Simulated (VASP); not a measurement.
# TiAl3 (P1) in VASP: a series of runs

Runs on TiAl3. Level: PBEsol. Tasks: single point.

Program: VASP 6.6.1. These are calculated values, not measurements. Logs are shortened: lines on timing, memory, paths and dates and some standing lists are left out, and cuts for length are marked.

## 1. The cell of the first run

The typed cell holds 4 atoms: a = 2.781 Å, b = 4.671 Å, c = 4.893 Å, α = 90.00°, β = 90.00°, γ = 90.00°.

## 2. Single point, PBEsol (atom 4 (Al) moved +0.040 Å along Cartesian [1 1 0])

The input, INCAR:

```
ALGO = Normal
EDIFF = 1E-6
ENCUT = 500
GGA = PS
GGA_COMPAT = False
ISIF = 2
ISMEAR = 0
LASPH = True
LCHARG = True
LELF = True
LREAL = False
LVHAR = True
LWAVE = False
NBANDS = 18
NELM = 120
PREC = Accurate
SIGMA = 0.15
```

The input, KPOINTS:

```
k-points
0
Gamma
  18 10 10
```

The input, POSCAR:

```
TiAl3
1.0
    2.7813912058      0.0000000000      0.0000000000
    0.0000000000      4.6710700323      0.0000000000
    0.0000000000      0.0000000000      4.8934030395
Ti Al
1 3
Direct
    0.0000000000      0.5000000000      0.1631682049
    0.5000000000      0.5000000000      0.6640465240
    0.5000000000      0.0000000000      0.3331101826
    0.0101691093      0.0060552017      0.8396740885
```

Potentials or basis: VASP PAW PBE potentials, release 64 (Ti_sv, Al).

Command:

```console
$ cat potpaw_PBE.64/Ti_sv/POTCAR potpaw_PBE.64/Al/POTCAR > POTCAR
$ mpirun -np 1 vasp_std > vasp.out
```

OUTCAR:

```text
EDIFF = 1E-6
   ENCUT = 500
   GGA = PS
   ISIF = 2
   ISMEAR = 0
   LASPH = True
   LREAL = False
   NELM = 120
   PREC = Accurate

 ion  position               nearest neighbor table
   1  0.000  0.500  0.163-   4 2.80   2 2.81   2 2.81   2 2.82   2 2.82   3 2.84   3 2.84   3 2.84
                             3 2.84   4 2.85
   2  0.500  0.500  0.664-   1 2.81   1 2.81   4 2.81   1 2.82   1 2.82   4 2.84   3 2.84   3 2.84
                             4 2.86   4 2.89
   3  0.500  0.000  0.333-   4 2.77   4 2.80   4 2.83   2 2.84   2 2.84   1 2.84   1 2.84   1 2.84
                             1 2.84   4 2.86
   4  0.010  0.006  0.840-   3 2.77   1 2.80   3 2.80   2 2.81   3 2.83   2 2.84   1 2.85   3 2.86
                             2 2.86   2 2.89

  LATTYP: Found a simple orthorhombic cell.
 ALAT       =     2.7813912058
 B/A-ratio  =     1.6794005901
 C/A-ratio  =     1.7593364893

  Lattice vectors:

 A1 = (   2.7813912058,   0.0000000000,   0.0000000000)
 A2 = (   0.0000000000,   4.6710700323,   0.0000000000)
 A3 = (   0.0000000000,   0.0000000000,   4.8934030395)

Analysis of symmetry for initial positions (statically):
=====================================================================
 Subroutine PRICEL returns:
 Original cell was already a primitive cell.

 Routine SETGRP: Setting up the symmetry group for a
 simple orthorhombic supercell.

 Subroutine GETGRP returns: Found  1 space group operations
 (whereof  1 operations were pure point group operations)
 out of a pool of  8 trial point group operations.

The static configuration has the point symmetry C_1 .

Analysis of symmetry for dynamics (positions and initial velocities):
=====================================================================
 Subroutine PRICEL returns:
 Original cell was already a primitive cell.

 Routine SETGRP: Setting up the symmetry group for a
 simple orthorhombic supercell.

 Subroutine GETGRP returns: Found  1 space group operations
 (whereof  1 operations were pure point group operations)
 out of a pool of  8 trial point group operations.

The dynamic configuration has the point symmetry C_1 .

 Subroutine INISYM returns: Found  1 space group operations
 (whereof  1 operations are pure point group operations),
 and found     1 'primitive' translations

----------------------------------------------------------------------------------------

                                     Primitive cell

  volume of cell :      63.5755

  direct lattice vectors                    reciprocal lattice vectors
     2.781391206  0.000000000  0.000000000     0.359532308  0.000000000  0.000000000
     0.000000000  4.671070032  0.000000000     0.000000000  0.214083710  0.000000000
     0.000000000  0.000000000  4.893403039     0.000000000  0.000000000  0.204356762

  length of vectors
     2.781391206  4.671070032  4.893403039     0.359532308  0.214083710  0.204356762

  position of ions in fractional coordinates (direct lattice)
     0.000000000  0.500000000  0.163168205
     0.500000000  0.500000000  0.664046524
     0.500000000  0.000000000  0.333110183
     0.010169109  0.006055202  0.839674088

  ion indices of the primitive-cell ions
   primitive index   ion index
                 1           1
                 2           2
                 3           3
                 4           4

----------------------------------------------------------------------------------------

 KPOINTS: k-points

Automatic generation of k-mesh.
 Grid dimensions read from file:
 generate k-points for:   18   10   10

 Generating k-lattice:

  Cartesian coordinates                     Fractional coordinates (reciprocal lattice)
     0.019974017  0.000000000  0.000000000     0.055555556  0.000000000  0.000000000
     0.000000000  0.021408371  0.000000000     0.000000000  0.100000000  0.000000000
     0.000000000  0.000000000  0.020435676     0.000000000  0.000000000  0.100000000

  Length of vectors
     0.019974017  0.021408371  0.020435676

  Shift w.r.t. Gamma in fractional coordinates (k-lattice)
     0.000000000  0.000000000  0.000000000

 Subroutine IBZKPT returns following result:
 ===========================================

 Found    904 irreducible k-points:

 Following reciprocal coordinates:
            Coordinates               Weight
  0.000000  0.000000  0.000000      1.000000
  0.055556  0.000000  0.000000      2.000000
  0.111111  0.000000  0.000000      2.000000
  0.166667  0.000000  0.000000      2.000000
  0.222222  0.000000  0.000000      2.000000
  0.277778  0.000000  0.000000      2.000000
[... 16 lines left out ...]
  0.333333 -0.100000  0.000000      2.000000
  0.388889  0.100000  0.000000      2.000000
 [... further k-points ...]
   k-points           NKPTS =    904   k-points in BZ     NKDIM =    904   number of bands    NBANDS=     18
   number of dos      NEDOS =    301   number of ions     NIONS =      4
   total plane-waves  NPLWV =  25920
   dimension x,y,z NGX =    20 NGY =   36 NGZ =   36
   dimension x,y,z NGXF=    40 NGYF=   72 NGZF=   72
   ions per type =               1   3
   NGX,Y,Z   is equivalent  to a cutoff of  11.95, 12.81, 12.23 a.u.
   NGXF,Y,Z  is equivalent  to a cutoff of  23.91, 25.63, 24.46 a.u.
 SYSTEM =  unknown system
   PREC   = accura    normal or accurate (medium, high low for compatibility)
   ISTART =      0    job   : 0-new  1-cont  2-samecut
   ICHARG =      2    charge: 1-file 2-atom 10-const
   ISPIN  =      1    spin polarized calculation?
   LNONCOLLINEAR =      F non collinear calculations
   LSORBIT =      F    spin-orbit coupling
   LASPH  =      T    aspherical Exc in radial PAW
   ENCUT  =  500.0 eV  36.75 Ry    6.06 a.u.   5.07  8.52  8.92*2*pi/ulx,y,z
   NELM   =    120;   NELMIN=  2; NELMDL= -5     # of ELM steps
   EDIFF  = 0.1E-05   stopping-criterion for ELM
   LREAL  =      F    real-space projection
   EDIFFG = 0.1E-04   stopping-criterion for IOM
   NSW    =      0    number of steps for IOM
   IBRION =     -1    ionic relax: 0-MD 1-quasi-New 2-CG
   NFREE  =      0    steps in history (QN), initial steepest desc. (CG)
   ISIF   =      2    stress and relaxation
   ISYM   =      2    0-nonsym 1-usesym 2-fastsym
   POTIM  = 0.5000    time-step for ionic-motion
   TEBEG  =    0.0;   TEEND  =   0.0 temperature during run
   PSTRESS=    0.0 pullay stress
   NELECT =      21.0000    total number of electrons
   NUPDOWN=      -1.0000    fix difference up-down
   EMIN   =  10.00;   EMAX   =-10.00  energy-range for DOS
   EFERMI =   0.00;   METHOD = LEGACY
   ISMEAR =     0;   SIGMA  =   0.15  broadening in eV -4-tet -1-fermi 0-gaus
   EFERMI_NEDOS =   21; number of points for ismear=-14 and -15
   IALGO  =     38    algorithm
   IMIX   =      4    mixing-type and parameters
     AMIX     =   0.40;   BMIX     =  1.00
     AMIX_MAG =   1.60;   BMIX_MAG =  1.00
  volume/ion in A,a.u.               =      15.89       107.26
  Fermi-wavevector in a.u.,A,eV,Ry     =   1.131666  2.138538 17.424533  1.280667
  Thomas-Fermi vector in A             =   2.268365
   LORBIT       =      0    0 simple, 1 ext, 2 COOP (PROOUT), +10 PAW based schemes
   GGA     = PS    functional components
   LHFCALC =     F    Hartree Fock is set to
   AEXX    =    0.0000 exact exchange contribution
   IVDW    =     0    specifies the selected vdW correction
   LEPSILON=     F    determine dielectric tensor
   LRPA    =     F    only Hartree local field effects (RPA)
 non-spin polarized calculation
 Gauss-broadening in eV      SIGMA  =   0.15
  energy-cutoff  :      500.00
  volume of cell :       63.58
 maximum number of plane-waves:      1640
   NGX = 11   NGY = 17   NGZ = 17

 number of electron      20.9999999 magnetization

 Free energy of the ion-electron system (eV)
  ---------------------------------------------------
  ext. energy  EPLUGINS =         0.00000000
  ---------------------------------------------------
  free energy    TOTEN  =       -21.60402384 eV

  energy without entropy =      -21.57394486  energy(sigma->0) =      -21.58898435

 E-fermi :   8.2209     XC(G=0): -10.8102

 val. band max:        8.2206656612   @ k =   0.1667   0.3000   0.3000
 cond. band min:       8.2218714808   @ k =   0.3889   0.1000   0.4000
 fundamental gap:      0.0012058196
 Fermi energy:         8.2208833275

 k-point     1 :       0.0000    0.0000    0.0000
  band No.  band energies     occupation
      1     -47.9770      2.00000
      2     -24.4105      2.00000
      3     -24.4064      2.00000
      4     -23.9946      2.00000
      5      -2.0281      2.00000
      6       3.0233      2.00000
[... 10 lines left out ...]
     17      14.2805      0.00000
     18      14.5835      0.00000

 k-point     2 :       0.0556    0.0000    0.0000
  band No.  band energies     occupation
      1     -47.9749      2.00000
      2     -24.4085      2.00000
      3     -24.4044      2.00000
      4     -24.0112      2.00000
      5      -1.9679      2.00000
      6       3.0774      2.00000
[... 10 lines left out ...]
     17      14.2796      0.00000
     18      14.3685      0.00000

 k-point     3 :       0.1111    0.0000    0.0000
  band No.  band energies     occupation
      1     -47.9690      2.00000
      2     -24.4028      2.00000
      3     -24.3987      2.00000
      4     -24.0590      2.00000
      5      -1.7878      2.00000
      6       3.2392      2.00000
[... 10 lines left out ...]
     17      13.2617      0.00000
     18      14.2885      0.00000

 k-point     4 :       0.1667    0.0000    0.0000
  band No.  band energies     occupation
      1     -47.9599      2.00000
      2     -24.3941      2.00000
      3     -24.3900      2.00000
      4     -24.1316      2.00000
      5      -1.4891      2.00000
      6       3.5065      2.00000
[... 375 lines left out ...]
      4     -24.3570      2.00000
      5       0.1565      2.00000
      6       4.6295      2.00000
[... 10 lines left out ...]
     17      12.7959      0.00000
     18      13.4406      0.00000

 k-point    23 :       0.3333   -0.1000    0.0000
  band No.  band energies     occupation
      1     -47.9254      2.00000
      2     -24.3994      2.00000
      3     -24.3614      2.00000
      4     -24.3570      2.00000
      5       0.1565      2.00000
      6       4.6293      2.00000
[... 10 lines left out ...]
     17      12.7954      0.00000
     18      13.4374      0.00000

 k-point    24 :       0.3889    0.1000    0.0000
  band No.  band energies     occupation
      1     -47.9162      2.00000
      2     -24.4692      2.00000
      3     -24.3526      2.00000
      4     -24.3482      2.00000
      5       0.9012      2.00000
      6       4.8013      2.00000
[... 10 lines left out ...]
     17      12.3870      0.00000
     18      12.7956      0.00000

 [... further k-points ...]

------------------------ aborting loop because EDIFF is reached ----------------------------------------

  FORCE on cell =-STRESS in cart. coord.  units (eV):
  Direction    XX          YY          ZZ          XY          YZ          ZX
  --------------------------------------------------------------------------------------
  -------------------------------------------------------------------------------------
  Total        0.0103051      0.0292020      0.0726253      0.0042542      0.0154469     -0.0582856
  in kB        0.2597018      0.7359265      1.8302454      0.1072118      0.3892794     -1.4688668
  external PRESSURE =       0.9419579 kB  Pullay stress =       0.0000000 kB

 VOLUME and BASIS-vectors are now :
 -----------------------------------------------------------------------------
  energy-cutoff  :      500.00
  volume of cell :       63.58
      direct lattice vectors                 reciprocal lattice vectors
     2.781391206  0.000000000  0.000000000     0.359532308  0.000000000  0.000000000
     0.000000000  4.671070032  0.000000000     0.000000000  0.214083710  0.000000000
     0.000000000  0.000000000  4.893403039     0.000000000  0.000000000  0.204356762

 POSITION                                       TOTAL-FORCE (eV/Angst)
 -----------------------------------------------------------------------------------
      0.00000      2.33554      0.79845        -0.010485      0.066685     -0.000395
      1.39070      2.33554      3.24945         0.026247      0.098899     -0.003035
      1.39070      0.00000      1.63004         0.029246     -0.007959      0.005405
      0.02828      0.02828      4.10886        -0.045008     -0.157625     -0.001976
 -----------------------------------------------------------------------------------
    total drift:                               -0.000008     -0.000004      0.000075

  FREE ENERGIE OF THE ION-ELECTRON SYSTEM (eV)
  ---------------------------------------------------
  free  energy   TOTEN  =       -21.6040238448 eV

  energy  without entropy=      -21.5739448615  energy(sigma->0) =      -21.58898435
```

It took 12 min on 1 thread of Intel Xeon Platinum 8259CL at 2.50GHz (Skylake/Cascade Lake), shared host; peak memory 0.91 GiB.

Results:

```yaml
Free_energy: -21.6040 eV
Pressure: 0.1 GPa
Largest_force: 0.164 eV/Å
Band_gap_on_the_k_mesh: zero (an odd number of electrons rules out a gap without spin polarisation)
```

Forces on the atoms (eV/Å):
```
Ti  -0.010  0.067  0.000
Al   0.026  0.099 -0.003
Al   0.029 -0.008  0.005
Al  -0.045 -0.158 -0.002
```

Stress tensor (GPa, compression positive):
```
 0.03  0.01 -0.15
 0.01  0.07  0.04
-0.15  0.04  0.18
```

Caveat: the cell differs from its parent crystal (atom 4 (Al) moved +0.040 Å along Cartesian [1 1 0]); the PAW data sets were made with another functional, which shifts forces and pressure a little.

## 3. Single point, PBEsol (atom 4 (Al) moved +0.080 Å along Cartesian [1 1 0])

The input, INCAR:

```
ALGO     = Normal         # electronic algorithm
EDIFF    = 1E-6           # SCF threshold, eV
ENCUT    = 500            # plane-wave cutoff, eV
GGA      = PS             # functional
GGA_COMPAT= False        
ISIF     = 2              # what is computed and relaxed
ISMEAR   = 0              # smearing method
LASPH    = True           # aspherical terms in the spheres
LCHARG   = True           # write CHGCAR
LELF     = True           # ELF
LREAL    = False          # projectors in reciprocal space
LVHAR    = True         
LWAVE    = False          # write WAVECAR
NBANDS   = 18             # bands
NELM     = 120            # most SCF steps
PREC     = Accurate       # precision mode
SIGMA    = 0.15           # smearing width, eV
```

KPOINTS is that of step 2.

Edit POSCAR of step 2 so:

```diff
@@ -11,2 +11,2 @@
     0.5000000000      0.0000000000      0.3331101826
-    0.0101691093      0.0060552017      0.8396740885
+    0.0203382187      0.0121104034      0.8396740885
```

Potentials or basis: VASP PAW PBE potentials, release 64 (Ti_sv, Al).

Command:

```console
$ cat potpaw_PBE.64/Ti_sv/POTCAR potpaw_PBE.64/Al/POTCAR > POTCAR
$ mpirun -np 1 vasp_std > vasp.out
```

Run time: 5.4 min. Hardware: 1 thread of Intel Xeon 6975P-C (Granite Rapids), shared host; peak memory 0.9 GiB.

The run converged. Its results:

```yaml
Free_energy: -21.5954 eV
Pressure: 0.2 GPa
Largest_force: 0.330 eV/Å
Band_gap_on_the_k_mesh: zero (an odd number of electrons rules out a gap without spin polarisation)
```

Forces in eV/Å, atoms in the order of the input:
```
Ti  -0.021  0.133  0.003
Al   0.053  0.199 -0.011
Al   0.058 -0.016  0.008
Al  -0.091 -0.317 -0.001
```

Stress tensor (GPa, compression positive):
```
 0.07  0.04 -0.30
 0.04  0.18  0.07
-0.30  0.07  0.24
```

Levels at points of the mesh, in eV from the Fermi level:
```tsv
k point	band 7	band 8	band 9	band 10	band 11	band 12	band 13	band 14	band 15	band 16
(0.00, 0.00, 0.00)	-3.94	-3.56	-2.70	-0.85	-0.43	2.52	2.59	2.66	2.75	3.13
(0.50, 0.00, 0.00)	-2.18	-1.95	-1.75	0.44	0.62	0.84	1.44	1.65	2.32	2.70
(0.00, 0.50, 0.00)	-3.60	-3.23	-2.05	-1.56	-0.19	2.45	2.53	2.70	3.10	4.61
(0.50, 0.50, 0.00)	-3.65	-3.18	-1.71	-0.48	-0.25	0.82	1.17	1.39	3.44	3.95
(0.00, 0.00, 0.50)	-3.49	-2.33	-2.18	-1.13	-0.34	2.29	2.42	2.60	3.20	4.05
(0.50, 0.00, 0.50)	-3.82	-3.37	-1.34	-0.14	-0.13	0.60	1.27	1.97	3.36	3.78
(0.00, 0.50, 0.50)	-7.11	-4.86	-0.22	-0.07	0.72	2.45	2.47	3.60	4.89	5.15
(0.50, 0.50, 0.50)	-3.41	-3.22	-2.78	-2.65	-0.65	-0.18	1.08	2.14	2.39	2.58
```

Caveat: the cell differs from its parent crystal (atom 4 (Al) moved +0.080 Å along Cartesian [1 1 0]); the PAW data sets were made with another functional, which shifts forces and pressure a little.
